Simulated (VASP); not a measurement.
Si2Sb2Se: single point with PBE

Si2Sb2Se:

```
Si Sb Se
1.0
     3.76926    0.00000    0.00000
    -1.88463    3.26427    0.00000
     0.00000    0.00000    9.23447
Si Sb Se
2 2 1
Direct
  0.66667 0.33333 0.56559
  0.33333 0.66667 0.43441
  0.66667 0.33333 0.22023
  0.33333 0.66667 0.77977
  0.00000 0.00000 0.00000
```

```yaml
Program: VASP 6.6.1
Task: single point
Functional: PBE
Potentials_or_basis: VASP PAW PBE potentials, release 64 (Si, Sb, Se)
Cutoff: 520 eV
k_mesh: 12 × 12 × 4
Occupations: gaussian, width 0.1 eV
Spin: no spin polarisation
```

```yaml
Pressure: -0.1 GPa
Largest_force: 0.010 eV/Å
Band_gap_on_the_k_mesh: zero (band 12 reaches 9.06 eV, above the bottom of band 13 at 6.36 eV)
```

Forces in eV/Å, atoms in the order of the input:
```
Si   0.000  0.000 -0.007
Si   0.000  0.000  0.007
Sb   0.000  0.000 -0.010
Sb   0.000  0.000  0.010
Se   0.000  0.000  0.000
```

Levels at points of the mesh, in eV from the Fermi level:
```tsv
k point	band 9	band 10	band 11	band 12	band 13	band 14	band 15	band 16
(0.00, 0.00, 0.00)	-0.78	-0.35	-0.20	1.77	1.87	1.87	2.15	2.15
(0.50, 0.00, 0.00)	-3.10	-2.26	-1.97	-1.86	-0.47	0.48	2.05	2.62
(0.00, 0.00, 0.50)	-0.65	-0.65	1.01	1.22	1.22	1.84	2.77	2.77
(0.50, 0.00, 0.50)	-2.84	-2.54	-1.17	-0.29	0.43	0.84	1.04	1.48
```

Wall time 3.3 min on 1 thread of Intel(R) Xeon(R) Platinum 8259CL CPU @ 2.50GHz (Skylake/Cascade Lake) (shared host), peak memory 0.32 GiB.

Caveat: spin-orbit coupling is left out, which moves the levels of the heavy elements.
